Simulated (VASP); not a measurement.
# SrO (P6_3mc) in VASP: single point with PBEsol

Aim: the single point of SrO with PBEsol.

All numbers are computed with VASP 6.6.1; they aren't measurements. Logs are shortened: lines on timing, memory, paths and dates and some standing lists are left out, and cuts for length are marked.

### 1 The cell of the first run

The structure is hexagonal, space group P6_3mc (No. 186). Conventional cell: a = 4.275 Å, b = 4.275 Å, c = 5.156 Å, α = 90.00°, β = 90.00°, γ = 120.00°. Sr (site symmetry 3m) has 5 O at 2.47 to 2.58 Å within 3.3 Å. Within 3.3 Å of O (site symmetry 3m) lie 5 Sr at 2.47 to 2.58 Å.

### 2 Single point, PBEsol

File INCAR:

```
SYSTEM = SrO
  PREC = Accurate
  ENCUT = 600
  EDIFF = 1E-6
  ISMEAR = 0
  SIGMA = 0.01
  LREAL = .False.
  LASPH = .True.
  NELM = 120
  ALGO = Normal
  ISIF = 2
  LWAVE = .False.
  LCHARG = .True.
  GGA = PS
  LELF = .True.
  LVHAR = .True.
  NBANDS = 24
  GGA_COMPAT = .False.
```

File KPOINTS:

```
regular mesh
0
Gamma
  5 5 4
  0 0 0
```

File POSCAR:

```
SrO
1.0
    4.2754660000      0.0000000000      0.0000000000
   -2.1377330000      3.7026620000      0.0000000000
    0.0000000000      0.0000000000      5.1555950000
Sr O
2 2
Direct
    0.3333333333      0.6666666667      0.9381280000
    0.6666666667      0.3333333333      0.4381280000
    0.3333333333      0.6666666667      0.4368720000
    0.6666666667      0.3333333333      0.9368720000
```

Potentials or basis: VASP PAW PBE potentials, release 64 (Sr_sv, O).

The run is started by

```console
$ cat potpaw_PBE.64/Sr_sv/POTCAR potpaw_PBE.64/O/POTCAR > POTCAR
$ mpirun -np 1 vasp_std > vasp.out
```

OUTCAR:

```text
SYSTEM = SrO
   PREC = Accurate
   ENCUT = 600
   EDIFF = 1E-6
   ISMEAR = 0
   LREAL = .False.
   LASPH = .True.
   NELM = 120
   ISIF = 2
   GGA = PS

 ion  position               nearest neighbor table
   1  0.333  0.667  0.938-   4 2.47   4 2.47   4 2.47   3 2.57   3 2.58   2 3.57   2 3.57   2 3.57
                             2 3.57   2 3.57   2 3.57
   2  0.667  0.333  0.438-   3 2.47   3 2.47   3 2.47   4 2.57   4 2.58   1 3.57   1 3.57   1 3.57
                             1 3.57   1 3.57   1 3.57
   3  0.333  0.667  0.437-   2 2.47   2 2.47   2 2.47   1 2.57   1 2.58
   4  0.667  0.333  0.937-   1 2.47   1 2.47   1 2.47   2 2.57   2 2.58

  LATTYP: Found a hexagonal cell.
 ALAT       =     4.2754660000
 C/A-ratio  =     1.2058556892

  Lattice vectors:

 A1 = (   4.2754660000,   0.0000000000,   0.0000000000)
 A2 = (  -2.1377330000,   3.7026620000,   0.0000000000)
 A3 = (   0.0000000000,   0.0000000000,   5.1555950000)

Analysis of symmetry for initial positions (statically):
=====================================================================
 Subroutine PRICEL returns:
 Original cell was already a primitive cell.

 Routine SETGRP: Setting up the symmetry group for a
 hexagonal supercell.

 Subroutine GETGRP returns: Found 12 space group operations
 (whereof  6 operations were pure point group operations)
 out of a pool of 24 trial point group operations.

The static configuration has the point symmetry C_3v.
 The point group associated with its full space group is C_6v.

Analysis of symmetry for dynamics (positions and initial velocities):
=====================================================================
 Subroutine PRICEL returns:
 Original cell was already a primitive cell.

 Routine SETGRP: Setting up the symmetry group for a
 hexagonal supercell.

 Subroutine GETGRP returns: Found 12 space group operations
 (whereof  6 operations were pure point group operations)
 out of a pool of 24 trial point group operations.

The dynamic configuration has the point symmetry C_3v.
 The point group associated with its full space group is C_6v.

 Subroutine INISYM returns: Found 12 space group operations
 (whereof  6 operations are pure point group operations),
 and found     1 'primitive' translations

----------------------------------------------------------------------------------------

                                     Primitive cell

  volume of cell :      81.6162

  direct lattice vectors                    reciprocal lattice vectors
     4.275466000  0.000000000  0.000000000     0.233892633  0.135037981  0.000000000
    -2.137733000  3.702662000  0.000000000     0.000000000  0.270075962  0.000000000
     0.000000000  0.000000000  5.155595000     0.000000000  0.000000000  0.193964033

  length of vectors
     4.275466000  4.275465854  5.155595000     0.270075952  0.270075962  0.193964033

  position of ions in fractional coordinates (direct lattice)
     0.333333333  0.666666667  0.938128000
     0.666666667  0.333333333  0.438128000
     0.333333333  0.666666667  0.436872000
     0.666666667  0.333333333  0.936872000

  ion indices of the primitive-cell ions
   primitive index   ion index
                 1           1
                 2           2
                 3           3
                 4           4

----------------------------------------------------------------------------------------

 KPOINTS: regular mesh

Automatic generation of k-mesh.
 Grid dimensions read from file:
 generate k-points for:    5    5    4

 Generating k-lattice:

  Cartesian coordinates                     Fractional coordinates (reciprocal lattice)
     0.046778527  0.027007596  0.000000000     0.200000000  0.000000000  0.000000000
     0.000000000  0.054015192  0.000000000     0.000000000  0.200000000  0.000000000
     0.000000000  0.000000000  0.048491008     0.000000000  0.000000000  0.250000000

  Length of vectors
     0.054015190  0.054015192  0.048491008

  Shift w.r.t. Gamma in fractional coordinates (k-lattice)
     0.000000000  0.000000000  0.000000000

 Subroutine IBZKPT returns following result:
 ===========================================

 Found     15 irreducible k-points:

 Following reciprocal coordinates:
            Coordinates               Weight
  0.000000  0.000000  0.000000      1.000000
  0.200000  0.000000  0.000000      6.000000
  0.400000 -0.000000  0.000000      6.000000
  0.200000  0.200000  0.000000      6.000000
  0.400000  0.200000  0.000000      6.000000
  0.000000  0.000000  0.250000      2.000000
  0.200000  0.000000  0.250000     12.000000
  0.400000 -0.000000  0.250000     12.000000
  0.200000  0.200000  0.250000     12.000000
  0.400000  0.200000  0.250000     12.000000
  0.000000  0.000000  0.500000      1.000000
  0.200000  0.000000  0.500000      6.000000
  0.400000 -0.000000  0.500000      6.000000
  0.200000  0.200000  0.500000      6.000000
  0.400000  0.200000  0.500000      6.000000
   k-points           NKPTS =     15   k-points in BZ     NKDIM =     15   number of bands    NBANDS=     24
   number of dos      NEDOS =    301   number of ions     NIONS =      4
   total plane-waves  NPLWV =  54432
   dimension x,y,z NGX =    36 NGY =   36 NGZ =   42
   dimension x,y,z NGXF=    72 NGYF=   72 NGZF=   84
   ions per type =               2   2
   NGX,Y,Z   is equivalent  to a cutoff of  14.00, 14.00, 13.54 a.u.
   NGXF,Y,Z  is equivalent  to a cutoff of  28.00, 28.00, 27.09 a.u.
 SYSTEM =  SrO
   PREC   = accura    normal or accurate (medium, high low for compatibility)
   ISTART =      0    job   : 0-new  1-cont  2-samecut
   ICHARG =      2    charge: 1-file 2-atom 10-const
   ISPIN  =      1    spin polarized calculation?
   LNONCOLLINEAR =      F non collinear calculations
   LSORBIT =      F    spin-orbit coupling
   LASPH  =      T    aspherical Exc in radial PAW
   ENCUT  =  600.0 eV  44.10 Ry    6.64 a.u.   8.54  8.54 10.30*2*pi/ulx,y,z
   NELM   =    120;   NELMIN=  2; NELMDL= -5     # of ELM steps
   EDIFF  = 0.1E-05   stopping-criterion for ELM
   LREAL  =      F    real-space projection
   EDIFFG = 0.1E-04   stopping-criterion for IOM
   NSW    =      0    number of steps for IOM
   IBRION =     -1    ionic relax: 0-MD 1-quasi-New 2-CG
   NFREE  =      0    steps in history (QN), initial steepest desc. (CG)
   ISIF   =      2    stress and relaxation
   ISYM   =      2    0-nonsym 1-usesym 2-fastsym
   POTIM  = 0.5000    time-step for ionic-motion
   TEBEG  =    0.0;   TEEND  =   0.0 temperature during run
   PSTRESS=    0.0 pullay stress
   NELECT =      32.0000    total number of electrons
   NUPDOWN=      -1.0000    fix difference up-down
   EMIN   =  10.00;   EMAX   =-10.00  energy-range for DOS
   EFERMI =   0.00;   METHOD = LEGACY
   ISMEAR =     0;   SIGMA  =   0.01  broadening in eV -4-tet -1-fermi 0-gaus
   EFERMI_NEDOS =   21; number of points for ismear=-14 and -15
   IALGO  =     38    algorithm
   IMIX   =      4    mixing-type and parameters
     AMIX     =   0.40;   BMIX     =  1.00
     AMIX_MAG =   1.60;   BMIX_MAG =  1.00
  volume/ion in A,a.u.               =      20.40       137.69
  Fermi-wavevector in a.u.,A,eV,Ry     =   1.198209  2.264287 19.533962  1.435706
  Thomas-Fermi vector in A             =   2.334104
   LORBIT       =      0    0 simple, 1 ext, 2 COOP (PROOUT), +10 PAW based schemes
   GGA     = PS    functional components
   LHFCALC =     F    Hartree Fock is set to
   AEXX    =    0.0000 exact exchange contribution
   IVDW    =     0    specifies the selected vdW correction
   LEPSILON=     F    determine dielectric tensor
   LRPA    =     F    only Hartree local field effects (RPA)
 non-spin polarized calculation
 Gauss-broadening in eV      SIGMA  =   0.01
  energy-cutoff  :      600.00
  volume of cell :       81.62
 maximum number of plane-waves:      2757
 NGX is ok and might be reduce to    36
   NGX = 17   NGY = 17   NGZ = 21

 number of electron      32.0000003 magnetization

 Free energy of the ion-electron system (eV)
  ---------------------------------------------------
  ext. energy  EPLUGINS =         0.00000000
  ---------------------------------------------------
  free energy    TOTEN  =       -24.97809827 eV

  energy without entropy =      -24.97809827  energy(sigma->0) =      -24.97809827

 E-fermi :   0.7108     XC(G=0):  -9.1747

 val. band max:        0.5951446797   @ k =   0.0000   0.0000   0.0000
 cond. band min:       3.0997900153   @ k =   0.0000   0.0000   0.0000
 fundamental gap:      2.5046453356
 Fermi energy:         0.7108436079

 k-point     1 :       0.0000    0.0000    0.0000
  band No.  band energies     occupation
      1     -31.6870      2.00000
      2     -31.5180      2.00000
      3     -14.3428      2.00000
      4     -14.3403      2.00000
      5     -14.2532      2.00000
      6     -13.8526      2.00000
[... 16 lines left out ...]
     23       9.1308      0.00000
     24       9.3693      0.00000

 k-point     2 :       0.2000    0.0000    0.0000
  band No.  band energies     occupation
      1     -31.6667      2.00000
      2     -31.5259      2.00000
      3     -14.9243      2.00000
      4     -14.8416      2.00000
      5     -14.1790      2.00000
      6     -13.9036      2.00000
[... 16 lines left out ...]
     23       9.0046      0.00000
     24       9.1077      0.00000

 k-point     3 :       0.4000   -0.0000    0.0000
  band No.  band energies     occupation
      1     -31.6237      2.00000
      2     -31.5489      2.00000
      3     -15.3830      2.00000
      4     -15.2923      2.00000
      5     -13.9965      2.00000
      6     -13.9776      2.00000
[... 16 lines left out ...]
     23       9.1186      0.00000
     24       9.2561      0.00000
[... 271 lines left out ...]
 k-point    14 :       0.2000    0.2000    0.5000
  band No.  band energies     occupation
      1     -31.5867      2.00000
      2     -31.5867      2.00000
      3     -15.6701      2.00000
      4     -15.6701      2.00000
      5     -13.7936      2.00000
      6     -13.7936      2.00000
[... 16 lines left out ...]
     23       8.9418      0.00000
     24       8.9418      0.00000

 k-point    15 :       0.4000    0.2000    0.5000
  band No.  band energies     occupation
      1     -31.5814      2.00000
      2     -31.5814      2.00000
      3     -15.8142      2.00000
      4     -15.8142      2.00000
      5     -13.8439      2.00000
      6     -13.8439      2.00000
[... 16 lines left out ...]
     23       9.7561      0.00000
     24       9.7561      0.00000

------------------------ aborting loop because EDIFF is reached ----------------------------------------

  FORCE on cell =-STRESS in cart. coord.  units (eV):
  Direction    XX          YY          ZZ          XY          YZ          ZX
  --------------------------------------------------------------------------------------
  -------------------------------------------------------------------------------------
  Total       -0.7662819     -0.7662818     -0.8394519      0.0000000     -0.0000000      0.0000000
  in kB      -15.0425976    -15.0425962    -16.4789709      0.0000000     -0.0000000      0.0000000
  external PRESSURE =     -15.5213882 kB  Pullay stress =       0.0000000 kB

 VOLUME and BASIS-vectors are now :
 -----------------------------------------------------------------------------
  energy-cutoff  :      600.00
  volume of cell :       81.62
      direct lattice vectors                 reciprocal lattice vectors
     4.275466000  0.000000000  0.000000000     0.233892633  0.135037981  0.000000000
    -2.137733000  3.702662000  0.000000000     0.000000000  0.270075962  0.000000000
     0.000000000  0.000000000  5.155595000     0.000000000  0.000000000  0.193964033

 POSITION                                       TOTAL-FORCE (eV/Angst)
 -----------------------------------------------------------------------------------
     -0.00000      2.46844      4.83661         0.000000     -0.000000     -0.012293
      2.13773      1.23422      2.25881         0.000000     -0.000000     -0.012293
     -0.00000      2.46844      2.25234        -0.000000      0.000000      0.012293
      2.13773      1.23422      4.83013        -0.000000      0.000000      0.012293
 -----------------------------------------------------------------------------------
    total drift:                               -0.000000      0.000000     -0.000171

  FREE ENERGIE OF THE ION-ELECTRON SYSTEM (eV)
  ---------------------------------------------------
  free  energy   TOTEN  =       -24.9780982655 eV

  energy  without entropy=      -24.9780982655  energy(sigma->0) =      -24.97809827
```

It took 19 s on 1 thread of Intel Xeon Platinum 8559C (Emerald Rapids), shared host; peak memory 0.23 GiB.

What came out:

```
Free energy            : -24.9781 eV
Pressure               : -1.6 GPa
Largest force          : 0.012 eV/Å
Band gap on the k mesh : 2.50 eV, direct
```

Forces on the atoms (eV/Å):
```
Sr   0.000  0.000 -0.012
Sr   0.000  0.000 -0.012
O    0.000  0.000  0.012
O    0.000  0.000  0.012
```

Stress tensor (GPa, compression positive):
```
-1.50  0.00  0.00
 0.00 -1.50  0.00
 0.00  0.00 -1.65
```

Levels at points of the mesh, in eV from the valence-band top:
| k point | band 14 | band 15 | band 16 | band 17 | band 18 | band 19 |
| --- | --- | --- | --- | --- | --- | --- |
| (0.00, 0.00, 0.00) | -0.90 | -0.34 | 0.00 | 2.50 | 6.05 | 6.05 |
| (0.00, 0.00, 0.50) | -1.10 | -1.10 | -1.10 | 4.22 | 4.22 | 7.81 |

Caveat: the PAW data sets were made with another functional, which shifts forces and pressure a little.
